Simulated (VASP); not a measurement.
# CoSn3 (Pm-3m) in VASP: relaxation of cell and atoms with r2SCAN

Aim: the relaxation of cell and atoms of CoSn3 with r2SCAN.

All numbers are computed with VASP 6.6.1; they aren't measurements. Logs are shortened: lines on timing, memory, paths and dates and some standing lists are left out, and cuts for length are marked.

## 1. The cell of the first run

It takes space group Pm-3m (No. 221, cubic). The conventional cell has a = 4.256 Å, b = 4.256 Å, c = 4.256 Å, α = 90.00°, β = 90.00°, γ = 90.00°. Sn (site symmetry 4/mmm) has 8 Sn at 3.01 Å and 4 Co at 3.01 Å within 4.0 Å. Within 4.0 Å of Co (site symmetry m-3m) lie 12 Sn at 3.01 Å.

## 2. Relaxation of cell and atoms, r2SCAN, collinear spin, ferromagnetic start

The input, POSCAR:

```
CoSn3
1.0
    4.2557164470      0.0000000000      0.0000000000
    0.0000000000      4.2557164470      0.0000000000
    0.0000000000      0.0000000000      4.2557164470
Sn Co
3 1
Direct
    0.0000000000      0.5000000000      0.5000000000
    0.5000000000      0.0000000000      0.5000000000
    0.5000000000      0.5000000000      0.0000000000
    0.0000000000      0.0000000000      0.0000000000
```

The input, INCAR.step1:

```
SYSTEM = CoSn3
PREC = Accurate
ENCUT = 600
ISMEAR = 0
SIGMA = 0.1
LREAL = .FALSE.
LASPH = .TRUE.
NELM = 150
ISPIN = 2
MAGMOM = 0 0 0 1.97
LMAXMIX = 4
GGA = PE
ALGO = Normal
EDIFF = 1E-4
LWAVE = .TRUE.
LCHARG = .FALSE.
KPAR = 4
```

The input, INCAR.step2:

```
SYSTEM = CoSn3
PREC = Accurate
ENCUT = 600
EDIFF = 1E-6
ISMEAR = 0
SIGMA = 0.1
LREAL = .FALSE.
LASPH = .TRUE.
NELM = 150
ALGO = Normal
ISIF = 3
LWAVE = .FALSE.
LCHARG = .FALSE.
ISPIN = 2
MAGMOM = 0 0 0 1.97
LORBIT = 11
LMAXMIX = 4
METAGGA = R2SCAN
LMIXTAU = .TRUE.
IBRION = 2
NSW = 100
EDIFFG = -0.05
ISTART = 1
KPAR = 4
```

The input, KPOINTS:

```
regular mesh
0
G
  6 6 6
  0 0 0
```

Potentials or basis: VASP PAW PBE potentials, release 64 (Sn_d, Co).

The run is started by

```
$ cat potpaw_PBE.64/Sn_d/POTCAR potpaw_PBE.64/Co/POTCAR > POTCAR
$ cp INCAR.step1 INCAR
$ mpirun -np 4 vasp_std > vasp.out
$ cp INCAR.step2 INCAR
$ mpirun -np 4 vasp_std > vasp.out
```

OUTCAR:

```text
SYSTEM = CoSn3
   PREC = Accurate
   ENCUT = 600
   EDIFF = 1E-6
   ISMEAR = 0
   LREAL = .FALSE.
   LASPH = .TRUE.
   NELM = 150
   ISIF = 3
   ISPIN = 2
   LORBIT = 11
   METAGGA = R2SCAN
   IBRION = 2
   NSW = 100
   EDIFFG = -0.05
   ISTART = 1

 ion  position               nearest neighbor table
   1  0.000  0.500  0.500-   2 3.01   3 3.01   4 3.01   3 3.01   4 3.01   2 3.01   4 3.01   4 3.01
                             2 3.01   3 3.01   3 3.01   2 3.01
   2  0.500  0.000  0.500-   1 3.01   3 3.01   4 3.01   3 3.01   4 3.01   1 3.01   3 3.01   3 3.01
                             1 3.01   4 3.01   4 3.01   1 3.01
   3  0.500  0.500  0.000-   1 3.01   2 3.01   4 3.01   1 3.01   2 3.01   2 3.01   4 3.01   2 3.01
                             1 3.01   4 3.01   1 3.01   4 3.01
   4  0.000  0.000  0.000-   1 3.01   2 3.01   3 3.01   1 3.01   2 3.01   1 3.01   3 3.01   1 3.01
                             2 3.01   3 3.01   2 3.01   3 3.01

  LATTYP: Found a simple cubic cell.
 ALAT       =     4.2557164470

  Lattice vectors:

 A1 = (   4.2557164470,   0.0000000000,   0.0000000000)
 A2 = (   0.0000000000,   4.2557164470,   0.0000000000)
 A3 = (   0.0000000000,   0.0000000000,   4.2557164470)

Analysis of symmetry for initial positions (statically):
=====================================================================
 Subroutine PRICEL returns:
 Original cell was already a primitive cell.

 Routine SETGRP: Setting up the symmetry group for a
 simple cubic supercell.

 Subroutine GETGRP returns: Found 48 space group operations
 (whereof 48 operations were pure point group operations)
 out of a pool of 48 trial point group operations.

The static configuration has the point symmetry O_h .

Analysis of symmetry for dynamics (positions and initial velocities):
=====================================================================
 Subroutine PRICEL returns:
 Original cell was already a primitive cell.

 Routine SETGRP: Setting up the symmetry group for a
 simple cubic supercell.

 Subroutine GETGRP returns: Found 48 space group operations
 (whereof 48 operations were pure point group operations)
 out of a pool of 48 trial point group operations.

The dynamic configuration has the point symmetry O_h .

Analysis of structural, dynamic, and magnetic symmetry:
=====================================================================
 Subroutine PRICEL returns:
 Original cell was already a primitive cell.

 Routine SETGRP: Setting up the symmetry group for a
 simple cubic supercell.

 Subroutine GETGRP returns: Found 48 space group operations
 (whereof 48 operations were pure point group operations)
 out of a pool of 48 trial point group operations.

The overall configuration has the point symmetry O_h .

 Subroutine INISYM returns: Found 48 space group operations
 (whereof 48 operations are pure point group operations),
 and found     1 'primitive' translations

----------------------------------------------------------------------------------------

                                     Primitive cell

  volume of cell :      77.0758

  direct lattice vectors                    reciprocal lattice vectors
     4.255716447  0.000000000  0.000000000     0.234978061  0.000000000  0.000000000
     0.000000000  4.255716447  0.000000000     0.000000000  0.234978061  0.000000000
     0.000000000  0.000000000  4.255716447     0.000000000  0.000000000  0.234978061

  length of vectors
     4.255716447  4.255716447  4.255716447     0.234978061  0.234978061  0.234978061

  position of ions in fractional coordinates (direct lattice)
     0.000000000  0.500000000  0.500000000
     0.500000000  0.000000000  0.500000000
     0.500000000  0.500000000  0.000000000
     0.000000000  0.000000000  0.000000000

  ion indices of the primitive-cell ions
   primitive index   ion index
                 1           1
                 2           2
                 3           3
                 4           4

----------------------------------------------------------------------------------------

 KPOINTS: regular mesh

Automatic generation of k-mesh.
 Grid dimensions read from file:
 generate k-points for:    6    6    6

 Generating k-lattice:

  Cartesian coordinates                     Fractional coordinates (reciprocal lattice)
     0.039163010  0.000000000  0.000000000     0.166666667  0.000000000  0.000000000
     0.000000000  0.039163010  0.000000000     0.000000000  0.166666667  0.000000000
     0.000000000  0.000000000  0.039163010     0.000000000  0.000000000  0.166666667

  Length of vectors
     0.039163010  0.039163010  0.039163010

  Shift w.r.t. Gamma in fractional coordinates (k-lattice)
     0.000000000  0.000000000  0.000000000

 Subroutine IBZKPT returns following result:
 ===========================================

 Found     20 irreducible k-points:

 Following reciprocal coordinates:
            Coordinates               Weight
  0.000000  0.000000  0.000000      1.000000
  0.166667  0.000000  0.000000      6.000000
  0.333333  0.000000  0.000000      6.000000
  0.500000  0.000000  0.000000      3.000000
  0.166667  0.166667  0.000000     12.000000
  0.333333  0.166667  0.000000     24.000000
[... 12 lines left out ...]
  0.500000  0.500000  0.333333      6.000000
  0.500000  0.500000  0.500000      1.000000
   k-points           NKPTS =     20   k-points in BZ     NKDIM =     20   number of bands    NBANDS=     31
   number of dos      NEDOS =    301   number of ions     NIONS =      4
   total plane-waves  NPLWV =  46656
   dimension x,y,z NGX =    36 NGY =   36 NGZ =   36
   dimension x,y,z NGXF=    72 NGYF=   72 NGZF=   72
   ions per type =               3   1
   NGX,Y,Z   is equivalent  to a cutoff of  14.06, 14.06, 14.06 a.u.
   NGXF,Y,Z  is equivalent  to a cutoff of  28.13, 28.13, 28.13 a.u.
 SYSTEM =  CoSn3
   PREC   = accura    normal or accurate (medium, high low for compatibility)
   ISTART =      1    job   : 0-new  1-cont  2-samecut
   ICHARG =      0    charge: 1-file 2-atom 10-const
   ISPIN  =      2    spin polarized calculation?
   LNONCOLLINEAR =      F non collinear calculations
   LSORBIT =      F    spin-orbit coupling
   LASPH  =      T    aspherical Exc in radial PAW
   ENCUT  =  600.0 eV  44.10 Ry    6.64 a.u.   8.50  8.50  8.50*2*pi/ulx,y,z
   NELM   =    150;   NELMIN=  2; NELMDL=  0     # of ELM steps
   EDIFF  = 0.1E-05   stopping-criterion for ELM
   LREAL  =      F    real-space projection
   EDIFFG = -.5E-01   stopping-criterion for IOM
   NSW    =    100    number of steps for IOM
   IBRION =      2    ionic relax: 0-MD 1-quasi-New 2-CG
   NFREE  =      1    steps in history (QN), initial steepest desc. (CG)
   ISIF   =      3    stress and relaxation
   ISYM   =      2    0-nonsym 1-usesym 2-fastsym
   POTIM  = 0.5000    time-step for ionic-motion
   TEBEG  =    0.0;   TEEND  =   0.0 temperature during run
   PSTRESS=    0.0 pullay stress
   NELECT =      51.0000    total number of electrons
   NUPDOWN=      -1.0000    fix difference up-down
   EMIN   =  10.00;   EMAX   =-10.00  energy-range for DOS
   EFERMI =   0.00;   METHOD = LEGACY
   ISMEAR =     0;   SIGMA  =   0.10  broadening in eV -4-tet -1-fermi 0-gaus
   EFERMI_NEDOS =   21; number of points for ismear=-14 and -15
   IALGO  =     38    algorithm
   IMIX   =      4    mixing-type and parameters
     AMIX     =   0.40;   BMIX     =  1.00
     AMIX_MAG =   1.60;   BMIX_MAG =  1.00
  volume/ion in A,a.u.               =      19.27       130.03
  Fermi-wavevector in a.u.,A,eV,Ry     =   1.426567  2.695821 27.689131  2.035094
  Thomas-Fermi vector in A             =   2.546830
   LORBIT       =     11    0 simple, 1 ext, 2 COOP (PROOUT), +10 PAW based schemes
   METAGGA = R2SCAN    functional components
   LHFCALC =     F    Hartree Fock is set to
   AEXX    =    0.0000 exact exchange contribution
   IVDW    =     0    specifies the selected vdW correction
   LEPSILON=     F    determine dielectric tensor
   LRPA    =     F    only Hartree local field effects (RPA)
 conjugate gradient relaxation of ions
 spin polarized calculation
 Gauss-broadening in eV      SIGMA  =   0.10
  energy-cutoff  :      600.00
  volume of cell :       77.08
 maximum number of plane-waves:      2601
 NGX is ok and might be reduce to    36
   NGX = 17   NGY = 17   NGZ = 17

--------------------------------------- Ionic step        1  -------------------------------------------

 number of electron      51.0000009 magnetization       1.6920935

 Free energy of the ion-electron system (eV)
  ---------------------------------------------------
  ext. energy  EPLUGINS =         0.00000000
  ---------------------------------------------------
  free energy    TOTEN  =       -84.71554572 eV

  energy without entropy =      -84.70027674  energy(sigma->0) =      -84.70791123

 E-fermi :  10.9825     XC(G=0): -12.7340

 val. band max:       10.9596879822   @ k =   0.5000   0.1667   0.0000
 cond. band min:      10.9849305319   @ k =   0.3333   0.1667   0.1667
 fundamental gap:      0.0252425497
 Fermi energy:        10.9824895583

 spin component 1

 k-point     1 :       0.0000    0.0000    0.0000
  band No.  band energies     occupation
      1     -11.8699      1.00000
      2     -11.8699      1.00000
      3     -11.8699      1.00000
      4     -11.8577      1.00000
      5     -11.6081      1.00000
      6     -11.6081      1.00000
[... 1425 lines left out ...]
  energy  without entropy=      -85.1411487233  energy(sigma->0) =      -85.14982052

--------------------------------------- Ionic step        3  -------------------------------------------

 number of electron      50.9999987 magnetization       1.9943608

 Free energy of the ion-electron system (eV)
  ---------------------------------------------------
  ext. energy  EPLUGINS =         0.00000000
  ---------------------------------------------------
  free energy    TOTEN  =       -85.22669465 eV

  energy without entropy =      -85.21105880  energy(sigma->0) =      -85.21887673

 E-fermi :   8.7664     XC(G=0): -11.7950

 val. band max:        8.7542068557   @ k =   0.3333   0.3333   0.3333
 cond. band min:       8.7909268203   @ k =   0.1667   0.1667   0.1667
 fundamental gap:      0.0367199646
 Fermi energy:         8.7664016652

 spin component 1

 k-point     1 :       0.0000    0.0000    0.0000
  band No.  band energies     occupation
      1     -13.7128      1.00000
      2     -13.7128      1.00000
      3     -13.7128      1.00000
      4     -13.6969      1.00000
      5     -13.5416      1.00000
      6     -13.5416      1.00000
[... 1383 lines left out ...]
  FREE ENERGIE OF THE ION-ELECTRON SYSTEM (eV)
  ---------------------------------------------------
  free  energy   TOTEN  =       -85.2266946532 eV

  energy  without entropy=      -85.2110588041  energy(sigma->0) =      -85.21887673

 reached required accuracy - stopping structural energy minimisation

 total charge

# of ion       s       p       d       tot
------------------------------------------
    1        1.232   1.023   9.996  12.250
    2        1.232   1.023   9.996  12.250
    3        1.232   1.023   9.996  12.250
    4        0.339   0.199   7.213   7.750
--------------------------------------------------
tot          4.033   3.267  37.200  44.500

 magnetization (x)

# of ion       s       p       d       tot
------------------------------------------
    1        0.015  -0.015  -0.001  -0.002
    2        0.015  -0.015  -0.001  -0.002
    3        0.015  -0.015  -0.001  -0.002
    4        0.033   0.017   1.990   2.039
--------------------------------------------------
tot          0.077  -0.029   1.985   2.034
```

Wall time 8.3 min (4 MPI ranks of Oxide Virtual Turin-like, shared host); peak memory 0.31 GiB.

Results:

```
Free energy                                           : -85.2267 eV
Relaxed volume                                        : 22.68 Å³/atom
Relaxed cell                                          : a = 4.493 Å, b = 4.493 Å, c = 4.493 Å, α = 90.00°, β = 90.00°, γ = 90.00°
Space group after relaxing (to 0.1 Å)                 : Pm-3m (No. 221)
Energy gained by relaxing                             : 127.8 meV/atom
Ionic steps                                           : 3
Pressure after relaxing                               : 0.1 GPa
Net moment                                            : 1.99 μB per cell
Site moments                                          : Sn -0.00; Co +2.04 μB
Valence electrons inside the program's atomic spheres : Sn 12.25; Co 7.75
```

The path:
```tsv
step	energy change (eV)	largest force (eV/Å)	pressure (GPa)	volume (Å³)
1	0.0000	0.0000	13.57	77.08
2	-0.4429	0.0000	-3.38	96.76
3	-0.5111	0.0000	0.06	90.71
```

Final structure:
```
CELL_PARAMETERS angstrom
4.49314 0.00000 0.00000
0.00000 4.49314 0.00000
0.00000 0.00000 4.49314
ATOMIC_POSITIONS crystal
Sn 0.00000 0.50000 0.50000
Sn 0.50000 0.00000 0.50000
Sn 0.50000 0.50000 0.00000
Co 0.00000 0.00000 0.00000
```

Caveat: the volume moved by over 15 % at a fixed basis, so the end points are rough; the PAW data sets were made with another functional, which shifts forces and pressure a little; spin-orbit coupling is left out, which moves the levels of the heavy elements.
